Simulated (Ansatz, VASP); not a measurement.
**Two plane-wave programs on ZrAg3**

```
Zr Ag
1.0
     4.41056    0.00000    0.00000
     0.00000    4.41056    0.00000
     0.00000    0.00000    4.41056
Zr Ag
1 3
Direct
  0.00000 0.00000 0.00000
  0.00000 0.50000 0.50000
  0.50000 0.50000 0.00000
  0.50000 0.00000 0.50000
```

Alike in both runs: task single point; functional PBE; k mesh 8 × 8 × 8; occupations gaussian, width 0.05 eV; no spin polarisation.

```csv
,VASP,Ansatz
version,VASP 6.6.1,Ansatz 0.2.0
potentials or method,"VASP PAW PBE potentials, release 64 (Zr_sv, Ag), cutoff 520 eV","scalar-relativistic, plane waves, PAW"
valence electrons in the cell,45,69
```

```csv
,VASP,Ansatz,Ansatz less VASP
gap on the k mesh at the Fermi level (eV),none,none,-
pressure (GPa),-7.0,-7.0,-0.03
```

A gap of «none» marks a metal or a gap that the smearing closes. VASP's potentials hold 45 valence electrons a cell and Ansatz's 69, so a difference there can come from the potentials and not from the codes.
